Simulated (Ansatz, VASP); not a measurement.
## Ta2Si in VASP and in Ansatz

The input INCAR:

```
SYSTEM = Ta2Si
ALGO = Fast
EDIFF = 1E-7
ENCUT = 520
GGA = CA
ISIF = 2
ISMEAR = 0
LASPH = .True.
LCHARG = .False.
LREAL = .False.
LWAVE = .False.
NBANDS = 35
NELM = 60
PREC = Accurate
SIGMA = 0.15
```

KPOINTS

```
k-points
0
Gamma
  10 10 10
  0 0 0
```

File POSCAR:

```
Ta2Si
1.0
   -3.0463566574      3.0463566574      2.5047518790
    3.0463566574     -3.0463566574      2.5047518790
    3.0463566574      3.0463566574     -2.5047518790
Ta Si
4 2
Direct
    0.6629488272      0.8370511728      0.5000000000
    0.8370511728      0.3370511728      0.1741023456
    0.3370511728      0.1629488272      0.5000000000
    0.1629488272      0.6629488272      0.8258976544
    0.2500000000      0.2500000000      0.0000000000
    0.7500000000      0.7500000000      0.0000000000
```

Input for Ansatz:

```yaml
crystal:
  lattice:
    - [-3.0463566574, 3.0463566574, 2.504751879]
    - [3.0463566574, -3.0463566574, 2.504751879]
    - [3.0463566574, 3.0463566574, -2.504751879]
  atoms:
    - { symbol: Ta, position: [0.6629488272, 0.8370511728, 0.5] }
    - { symbol: Ta, position: [0.8370511728, 0.3370511728, 0.1741023456] }
    - { symbol: Ta, position: [0.3370511728, 0.1629488272, 0.5] }
    - { symbol: Ta, position: [0.1629488272, 0.6629488272, 0.8258976544] }
    - { symbol: Si, position: [0.25, 0.25, 0.0] }
    - { symbol: Si, position: [0.75, 0.75, 0.0] }
basis:
  ecutwfc: 420
kpoints:
  mp_grid: { grid: [10, 10, 10] }
hamiltonian:
  xc: lda
scf:
  occupations: { method: gaussian, width: 0.15 }
output:
  forces: true
  stress: true
  eigenvalues: true
  write_density: true
  write_potential: true
  elf: true
  volumetric_format: npy
```

Alike in both runs: task single point; functional LDA; k mesh 10 × 10 × 10; occupations gaussian, width 0.15 eV; no spin polarisation.

|  | VASP | Ansatz |
| --- | --- | --- |
| version | VASP 6.6.1 | Ansatz 0.2.0 |
| potentials or method | VASP PAW LDA potentials, release 64 (Ta_pv, Si), cutoff 520 eV | scalar-relativistic, plane waves, PAW |
| valence electrons in the cell | 52 | 60 |

Ansatz gave:

| Property | Result |
| --- | --- |
| gap on the k mesh at the Fermi level (eV) | none |
| pressure (GPa) | 0.0 |
| traceless stress, the component that is largest in VASP (GPa) | 0.06 |
| rms of the force components (eV/Å) | 0.005 |

Q: Which values does VASP return?

A: gap on the k mesh at the Fermi level (eV): none; pressure (GPa): 0.9; traceless stress, the component that is largest in VASP (GPa): 0.03; rms of the force components (eV/Å): 0.008.

LDA's correlation is that of Perdew and Zunger in VASP and of Perdew and Wang (1992) in Ansatz. Atom by atom the forces differ by 0.003 eV/Å (rms over components). A gap of «none» marks a metal or a gap that the smearing closes. VASP's potentials hold 52 valence electrons a cell and Ansatz's 60, so a difference there can come from the potentials and not from the codes.

Neither program's run includes spin-orbit coupling.
